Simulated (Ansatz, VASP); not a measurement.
# WS2 in VASP and in Ansatz

The input INCAR:

```
PREC = Accurate
ENCUT = 520
EDIFF = 1E-8
ISMEAR = -1
SIGMA = 0.03
LREAL = False
LASPH = True
NELM = 60
ALGO = Normal
ISIF = 2
LWAVE = False
LCHARG = False
GGA = PS
LEFG = True
NBANDS = 20
```

The input KPOINTS:

```
Automatic mesh
0
Gamma
  15 15 15
```

File POSCAR:

```
WS2
1.0
    1.5790003843      0.9116362969      6.0400634000
   -1.5790003843      0.9116362969      6.0400634000
    0.0000000000     -1.8232725938      6.0400634000
W S
1 2
Direct
    0.0000000000      0.0000000000      0.0000000000
    0.7503000000      0.7503000000      0.7503000000
    0.5810000000      0.5810000000      0.5810000000
```

Input for Ansatz:

```yaml
crystal:
  lattice:
    - [1.5790003843, 0.9116362969, 6.0400634]
    - [-1.5790003843, 0.9116362969, 6.0400634]
    - [0.0, -1.8232725938, 6.0400634]
  atoms:
    - { symbol: W, position: [0.0, 0.0, 0.0] }
    - { symbol: S, position: [0.7503, 0.7503, 0.7503] }
    - { symbol: S, position: [0.581, 0.581, 0.581] }
kpoints:
  mp_grid: { grid: [15, 15, 15] }
scf:
  occupations: { method: fermi_dirac, width: 0.03 }
hamiltonian:
  xc: pbesol
  pseudopotentials: { kind: all_electron, datasets: crystal }
output:
  forces: true
  stress: true
  eigenvalues: true
  efg: { contact_densities: true }
```

Change from the starting cell: zz strain of -2 %, crystal datasets.

Alike in both runs: task electric field gradients; functional PBEsol; k mesh 15 × 15 × 15; occupations fermi-dirac, width 0.03 eV; no spin polarisation.

|  | VASP | Ansatz |
| --- | --- | --- |
| version | VASP 6.6.1 | Ansatz 0.2.0 |
| potentials or method | VASP PAW PBE potentials, release 64 (W_sv, S), cutoff 520 eV | all-electron PAW with datasets made for the crystal, scalar-relativistic |

Ansatz gave:

| Property | Result |
| --- | --- |
| pressure (GPa) | 3.1 |
| traceless stress, the component that is largest in VASP (GPa) | 3.38 |
| rms of the force components (eV/Å) | 0.370 |
| size of Vzz on the site where it differs most (V/Å²) | 187.7 |

Which values does VASP return?

Pressure (GPa): 3.2; traceless stress, the component that is largest in VASP (GPa): 3.43; rms of the force components (eV/Å): 0.378; size of Vzz on the site where it differs most (V/Å²): 168.8.

VASP's potentials were made for PBE, not for PBEsol. Atom by atom the forces differ by 0.010 eV/Å (rms over components). Ansatz ran all-electron here, and VASP with PAW potentials.

Spin-orbit coupling is off throughout.
